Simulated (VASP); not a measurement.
# BN (P1) in VASP: single point with PBEsol

Aim: the single point of BN with PBEsol.

Everything below comes from runs of VASP 6.6.1. Logs are shortened: lines on timing, memory, paths and dates and some standing lists are left out, and cuts for length are marked.

## Step 1: The cell of the first run

The typed cell holds 2 atoms: a = 2.508 Å, b = 2.508 Å, c = 3.274 Å, α = 101.11°, β = 101.11°, γ = 119.81°.

## Step 2: Single point, PBEsol

INCAR

```
SYSTEM = BN
  ALGO = Normal
  EDIFF = 1E-6
  ENCUT = 520
  GGA = PS
  ISIF = 2
  ISMEAR = 0
  LASPH = .True.
  LCHARG = .False.
  LREAL = .False.
  LWAVE = .False.
  NBANDS = 11
  NELM = 60
  PREC = Accurate
  SIGMA = 0.01
```

KPOINTS

```
k-points
0
Gamma
  10 10 7
  0 0 0
```

POSCAR

```
BN
1.0
    2.5080410000      0.0000000000      0.0000000000
   -1.2467106309      2.1762312056      0.0000000000
   -0.6306654168     -1.0881160036      3.0225402544
B N
1 1
Direct
    0.9796430000      0.9834990000      0.0018060000
    0.6685060000      0.3323850000      0.9849990000
```

Potentials or basis: VASP PAW PBE potentials, release 64 (B, N).

On the command line:

```bash
$ cat potpaw_PBE.64/B/POTCAR potpaw_PBE.64/N/POTCAR > POTCAR
$ mpirun -np 1 vasp_std > vasp.out
```

OUTCAR:

```text
SYSTEM = BN
   EDIFF = 1E-6
   ENCUT = 520
   GGA = PS
   ISIF = 2
   ISMEAR = 0
   LASPH = .True.
   LREAL = .False.
   NELM = 60
   PREC = Accurate

 ion  position               nearest neighbor table
   1  0.980  0.983  0.002-   2 1.40   2 1.43   2 1.52
   2  0.669  0.332  0.985-   1 1.40   1 1.43   1 1.52

  LATTYP: Found a face centered orthorhombic cell.
 ALAT       =     2.5153402474
 B/A-ratio  =     1.7253459197
 C/A-ratio  =     2.4032854064

  Lattice vectors:

 A1 = (  -1.8773760477,   1.0881152020,   3.0225402544)
 A2 = (   0.6306649523,   1.0881152020,   3.0225402544)
 A3 = (  -1.2467106309,   2.1762312056,   0.0000000000)

Analysis of symmetry for initial positions (statically):
=====================================================================
 Subroutine PRICEL returns:
 Original cell was already a primitive cell.

 Routine SETGRP: Setting up the symmetry group for a
 face centered orthorhombic supercell.

 Subroutine GETGRP returns: Found  1 space group operations
 (whereof  1 operations were pure point group operations)
 out of a pool of  8 trial point group operations.

The static configuration has the point symmetry C_1 .

Analysis of symmetry for dynamics (positions and initial velocities):
=====================================================================
 Subroutine PRICEL returns:
 Original cell was already a primitive cell.

 Routine SETGRP: Setting up the symmetry group for a
 face centered orthorhombic supercell.

 Subroutine GETGRP returns: Found  1 space group operations
 (whereof  1 operations were pure point group operations)
 out of a pool of  8 trial point group operations.

The dynamic configuration has the point symmetry C_1 .

 Subroutine INISYM returns: Found  1 space group operations
 (whereof  1 operations are pure point group operations),
 and found     1 'primitive' translations

----------------------------------------------------------------------------------------

                                     Primitive cell

  volume of cell :      16.4973

  direct lattice vectors                    reciprocal lattice vectors
     2.508041000  0.000000000  0.000000000     0.398717565  0.228415724  0.165423830
    -1.246710631  2.176231206  0.000000000     0.000000000  0.459509999  0.165423830
    -0.630665417 -1.088116004  3.022540254     0.000000000  0.000000000  0.330847537

  length of vectors
     2.508041000  2.508041000  3.273757000     0.488379446  0.488379446  0.330847537

  position of ions in fractional coordinates (direct lattice)
     0.979643000  0.983499000  0.001806000
     0.668506000  0.332385000  0.984999000

  ion indices of the primitive-cell ions
   primitive index   ion index
                 1           1
                 2           2

----------------------------------------------------------------------------------------

 KPOINTS: k-points

Automatic generation of k-mesh.
 Grid dimensions read from file:
 generate k-points for:   10   10    7

 Generating k-lattice:

  Cartesian coordinates                     Fractional coordinates (reciprocal lattice)
     0.039871756  0.022841572  0.016542383     0.100000000 -0.000000000  0.000000000
     0.000000000  0.045951000  0.016542383     0.000000000  0.100000000  0.000000000
     0.000000000  0.000000000  0.047263934     0.000000000  0.000000000  0.142857143

  Length of vectors
     0.048837945  0.048837945  0.047263934

  Shift w.r.t. Gamma in fractional coordinates (k-lattice)
     0.000000000  0.000000000  0.000000000

 -----------------------------------------------------------------------------
|                                                                             |
|           W    W    AA    RRRRR   N    N  II  N    N   GGGG   !!!           |
|           W    W   A  A   R    R  NN   N  II  NN   N  G    G  !!!           |
|           W    W  A    A  R    R  N N  N  II  N N  N  G       !!!           |
|           W WW W  AAAAAA  RRRRR   N  N N  II  N  N N  G  GGG   !            |
|           WW  WW  A    A  R   R   N   NN  II  N   NN  G    G                |
|           W    W  A    A  R    R  N    N  II  N    N   GGGG   !!!           |
|                                                                             |
|     Your reciprocal lattice and k-lattice belong to different lattice       |
|     classes:                                                                |
|                                                                             |
|        The reciprocal lattice is body-centered orthorhombic,                |
|        whereas your k-lattice is base-centered monoclinic.                  |
|                                                                             |
|     Results are often still useful ...                                      |
|                                                                             |
 -----------------------------------------------------------------------------

 WARNING: IBZKPT: internal override: KBLOWUP is changed to .FALSE.
      ... skipping the blow-up phase ...

 Subroutine IBZKPT returns following result:
 ===========================================

 Found    352 irreducible k-points:

 Following reciprocal coordinates:
            Coordinates               Weight
  0.000000  0.000000  0.000000      1.000000
  0.100000  0.000000  0.000000      2.000000
  0.200000  0.000000  0.000000      2.000000
  0.300000  0.000000  0.000000      2.000000
  0.400000  0.000000  0.000000      2.000000
  0.500000  0.000000  0.000000      1.000000
[... 16 lines left out ...]
 -0.400000  0.200000 -0.000000      2.000000
 -0.300000  0.200000  0.000000      2.000000
 [... further k-points ...]
   k-points           NKPTS =    352   k-points in BZ     NKDIM =    352   number of bands    NBANDS=     11
   number of dos      NEDOS =    301   number of ions     NIONS =      2
   total plane-waves  NPLWV =   9600
   dimension x,y,z NGX =    20 NGY =   20 NGZ =   24
   dimension x,y,z NGXF=    40 NGYF=   40 NGZF=   48
   ions per type =               1   1
   NGX,Y,Z   is equivalent  to a cutoff of  13.26, 13.26, 12.19 a.u.
   NGXF,Y,Z  is equivalent  to a cutoff of  26.51, 26.51, 24.38 a.u.
 SYSTEM =  BN
   PREC   = accura    normal or accurate (medium, high low for compatibility)
   ISTART =      0    job   : 0-new  1-cont  2-samecut
   ICHARG =      2    charge: 1-file 2-atom 10-const
   ISPIN  =      1    spin polarized calculation?
   LNONCOLLINEAR =      F non collinear calculations
   LSORBIT =      F    spin-orbit coupling
   LASPH  =      T    aspherical Exc in radial PAW
   ENCUT  =  520.0 eV  38.22 Ry    6.18 a.u.   4.66  4.66  6.09*2*pi/ulx,y,z
   NELM   =     60;   NELMIN=  2; NELMDL= -5     # of ELM steps
   EDIFF  = 0.1E-05   stopping-criterion for ELM
   LREAL  =      F    real-space projection
   EDIFFG = 0.1E-04   stopping-criterion for IOM
   NSW    =      0    number of steps for IOM
   IBRION =     -1    ionic relax: 0-MD 1-quasi-New 2-CG
   NFREE  =      0    steps in history (QN), initial steepest desc. (CG)
   ISIF   =      2    stress and relaxation
   ISYM   =      2    0-nonsym 1-usesym 2-fastsym
   POTIM  = 0.5000    time-step for ionic-motion
   TEBEG  =    0.0;   TEEND  =   0.0 temperature during run
   PSTRESS=    0.0 pullay stress
   NELECT =       8.0000    total number of electrons
   NUPDOWN=      -1.0000    fix difference up-down
   EMIN   =  10.00;   EMAX   =-10.00  energy-range for DOS
   EFERMI =   0.00;   METHOD = LEGACY
   ISMEAR =     0;   SIGMA  =   0.01  broadening in eV -4-tet -1-fermi 0-gaus
   EFERMI_NEDOS =   21; number of points for ismear=-14 and -15
   IALGO  =     38    algorithm
   IMIX   =      4    mixing-type and parameters
     AMIX     =   0.40;   BMIX     =  1.00
     AMIX_MAG =   1.60;   BMIX_MAG =  1.00
  volume/ion in A,a.u.               =       8.25        55.66
  Fermi-wavevector in a.u.,A,eV,Ry     =   1.286177  2.430523 22.507472  1.654253
  Thomas-Fermi vector in A             =   2.418268
   LORBIT       =      0    0 simple, 1 ext, 2 COOP (PROOUT), +10 PAW based schemes
   GGA     = PS    functional components
   LHFCALC =     F    Hartree Fock is set to
   AEXX    =    0.0000 exact exchange contribution
   IVDW    =     0    specifies the selected vdW correction
   LEPSILON=     F    determine dielectric tensor
   LRPA    =     F    only Hartree local field effects (RPA)
 non-spin polarized calculation
 Gauss-broadening in eV      SIGMA  =   0.01
  energy-cutoff  :      520.00
  volume of cell :       16.50
 maximum number of plane-waves:       458
   NGX =  9   NGY =  9   NGZ = 13

 number of electron       8.0000000 magnetization

 Free energy of the ion-electron system (eV)
  ---------------------------------------------------
  ext. energy  EPLUGINS =         0.00000000
  ---------------------------------------------------
  free energy    TOTEN  =       -18.13755576 eV

  energy without entropy =      -18.13755576  energy(sigma->0) =      -18.13755576

 E-fermi :   3.4516     XC(G=0): -10.9171

 val. band max:        3.3776720520   @ k =   0.4000   0.4000   0.1429
 cond. band min:       6.1676109273   @ k =   0.5000   0.5000   0.4286
 fundamental gap:      2.7899388753
 Fermi energy:         3.4516180599

 k-point     1 :       0.0000    0.0000    0.0000
  band No.  band energies     occupation
      1     -14.9141      2.00000
      2      -0.4765      2.00000
      3       0.8860      2.00000
      4       2.5024      2.00000
      5       8.6148      0.00000
      6      13.4813      0.00000
      7      15.5687      0.00000
      8      16.2000      0.00000
      9      18.1595      0.00000
     10      28.3956      0.00000
     11      30.3685      0.00000

 k-point     2 :       0.1000    0.0000    0.0000
  band No.  band energies     occupation
      1     -14.7003      2.00000
      2      -0.3706      2.00000
      3       0.5738      2.00000
      4       1.5993      2.00000
      5       9.1444      0.00000
      6      13.6062      0.00000
      7      15.5123      0.00000
      8      16.3508      0.00000
      9      18.6450      0.00000
     10      27.4158      0.00000
     11      28.9678      0.00000
[... 295 lines left out ...]
 k-point    24 :      -0.3000    0.2000    0.0000
  band No.  band energies     occupation
      1     -13.5637      2.00000
      2      -2.3976      2.00000
      3      -0.2854      2.00000
      4       0.9285      2.00000
      5      10.7274      0.00000
      6      12.9931      0.00000
      7      14.1145      0.00000
      8      19.0159      0.00000
      9      21.0401      0.00000
     10      23.1064      0.00000
     11      28.0904      0.00000

 [... further k-points ...]
[... 5 lines left out ...]
  --------------------------------------------------------------------------------------
  -------------------------------------------------------------------------------------
  Total       -0.6076308      0.6805260      0.5113012     -0.5398469      0.1221799      0.0567080
  in kB      -59.0117679     66.0911898     49.6564489    -52.4287453     11.8658427      5.5073555
  external PRESSURE =      18.9119569 kB  Pullay stress =       0.0000000 kB

 VOLUME and BASIS-vectors are now :
 -----------------------------------------------------------------------------
  energy-cutoff  :      520.00
  volume of cell :       16.50
      direct lattice vectors                 reciprocal lattice vectors
     2.508041000  0.000000000  0.000000000     0.398717565  0.228415724  0.165423830
    -1.246710631  2.176231206  0.000000000     0.000000000  0.459509999  0.165423830
    -0.630665417 -1.088116004  3.022540254     0.000000000  0.000000000  0.330847537

 POSITION                                       TOTAL-FORCE (eV/Angst)
 -----------------------------------------------------------------------------------
      1.22971      2.13836      0.00546         1.667070      2.093208     -0.583554
      0.64105     -0.34845      2.97720        -1.667070     -2.093208      0.583554
 -----------------------------------------------------------------------------------
    total drift:                               -0.000231     -0.000067     -0.000207

  FREE ENERGIE OF THE ION-ELECTRON SYSTEM (eV)
  ---------------------------------------------------
  free  energy   TOTEN  =       -18.1375557614 eV

  energy  without entropy=      -18.1375557614  energy(sigma->0) =      -18.13755576
```

It took 69 s on 1 thread of AMD EPYC 7R13 (Zen 3), shared host; peak memory 0.14 GiB.

Results:

| Item | Value |
| --- | --- |
| Free energy | -18.1376 eV |
| Pressure | 1.9 GPa |
| Largest force | 2.739 eV/Å |
| Band gap on the k mesh | 2.79 eV, indirect (least direct gap 4.53 eV) |

Forces on the atoms (eV/Å):
```
B    1.667  2.093 -0.584
N   -1.667 -2.093  0.584
```

Stress tensor (GPa, compression positive):
```
-5.90 -5.24  0.55
-5.24  6.61  1.19
 0.55  1.19  4.97
```

Caveat: the PAW data sets were made with another functional, which shifts forces and pressure a little. A k mesh can miss the band edges.
